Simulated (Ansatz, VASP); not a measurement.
## One calculation of InP, two programs

File INCAR:

```
PREC     = Accurate       # precision mode
ENCUT    = 520            # plane-wave cutoff, eV
EDIFF    = 1E-7           # SCF threshold, eV
ISMEAR   = 0              # smearing method
SIGMA    = 0.15           # smearing width, eV
LREAL    = False          # projectors in reciprocal space
LASPH    = True           # aspherical terms in the spheres
NELM     = 60             # most SCF steps
ALGO     = Normal         # electronic algorithm
ISIF     = 2              # what is computed and relaxed
LWAVE    = False          # write WAVECAR
LCHARG   = False          # write CHGCAR
GGA      = PE             # functional
NBANDS   = 16             # bands
```

File KPOINTS:

```
Automatic mesh
0
Gamma
  20 20 20
```

POSCAR

```
InP
1.0
    0.0000000000      2.7200158592      2.7200158592
    2.7200158592      0.0000000000      2.7200158592
    2.7200158592      2.7200158592      0.0000000000
In P
1 1
Direct
    0.0000000000      0.0000000000      0.0000000000
    0.5000000000      0.5000000000      0.5000000000
```

Input for Ansatz:

```yaml
crystal:
  lattice:
    - [0.0, 2.7200158592, 2.7200158592]
    - [2.7200158592, 0.0, 2.7200158592]
    - [2.7200158592, 2.7200158592, 0.0]
  atoms:
    - { symbol: In, position: [0.0, 0.0, 0.0] }
    - { symbol: P, position: [0.5, 0.5, 0.5] }
basis:
  ecutwfc: 420
kpoints:
  mp_grid: { grid: [20, 20, 20] }
hamiltonian:
  xc: pbe
scf:
  occupations: { method: gaussian, width: 0.15 }
output:
  forces: true
  stress: true
  eigenvalues: true
```

Alike in both runs: task single point; functional PBE; k mesh 20 × 20 × 20; occupations gaussian, width 0.15 eV; no spin polarisation.

```csv
,VASP,Ansatz
version,VASP 6.6.1,Ansatz 0.2.0
potentials or method,"VASP PAW PBE potentials, release 64 (In_d, P), cutoff 520 eV","scalar-relativistic, plane waves, PAW"
valence electrons in the cell,18,18
```

```tsv
	VASP	Ansatz	Ansatz less VASP
gap on the k mesh at the Fermi level (eV)	none	none	-
pressure (GPa)	4.5	4.6	+0.03
```

A gap of «none» marks a metal or a gap that the smearing closes.
